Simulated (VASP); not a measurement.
Set up this calculation in VASP 6.6.1, as the native input.

```
Task                   : single point
Functional             : LDA
Potentials or basis    : VASP PAW LDA potentials, release 64 (Hf_pv)
Cutoff                 : 520 eV
k mesh                 : 7 × 7 × 4
Occupations            : fermi-dirac, width 0.05 eV
Spin                   : no spin polarisation
Dipole correction      : no
Further INCAR settings : ALGO = Normal; EDIFF = 1e-07; NBANDS = 17
```

The structure of Hf lies in POSCAR:

```
Hf
1.0
    3.1166818274      0.0000000000      0.0000000000
   -1.5583409137      2.6991256380      0.0000000000
    0.0000000000      0.0000000000      4.9637107528
Hf
2
Direct
    0.3333333333      0.6666666667      0.2500000000
    0.6666666667      0.3333333333      0.7500000000
```

One way to write it, as run:

INCAR

```
SYSTEM = Hf
PREC     = Accurate       ! precision mode
ENCUT    = 520            ! plane-wave cutoff, eV
EDIFF    = 1E-7           ! SCF threshold, eV
ISMEAR   = -1             ! smearing method
SIGMA    = 0.05           ! smearing width, eV
LREAL    = .False.        ! projectors in reciprocal space
LASPH    = .True.         ! aspherical terms in the spheres
NELM     = 80             ! most SCF steps
ALGO     = Normal         ! electronic algorithm
ISIF     = 2              ! what is computed and relaxed
LWAVE    = .False.        ! write WAVECAR
LCHARG   = .True.         ! write CHGCAR
GGA      = CA             ! functional
LELF     = .True.         ! ELF
LVHAR    = .True.       
NBANDS   = 17             ! bands
```

KPOINTS

```
Automatic mesh
0
Gamma
  7 7 4
  0 0 0
```

Potentials or basis: VASP PAW LDA potentials, release 64 (Hf_pv).

Run with:

```console
$ cat potpaw_LDA.64/Hf_pv/POTCAR > POTCAR
$ mpirun -np 1 vasp_std > vasp.out
```

Results of the run:

```json
{
  "Pressure": "0.1 GPa",
  "Band gap on the k mesh": "zero (band 10 reaches 6.42 eV, above the bottom of band 11 at 5.18 eV)"
}
```

Caveat: spin-orbit coupling is left out, which moves the levels of the heavy elements.

Run time: 34 s on 1 thread of Intel Xeon 8259CL, on a shared host, peak memory 0.15 GiB.
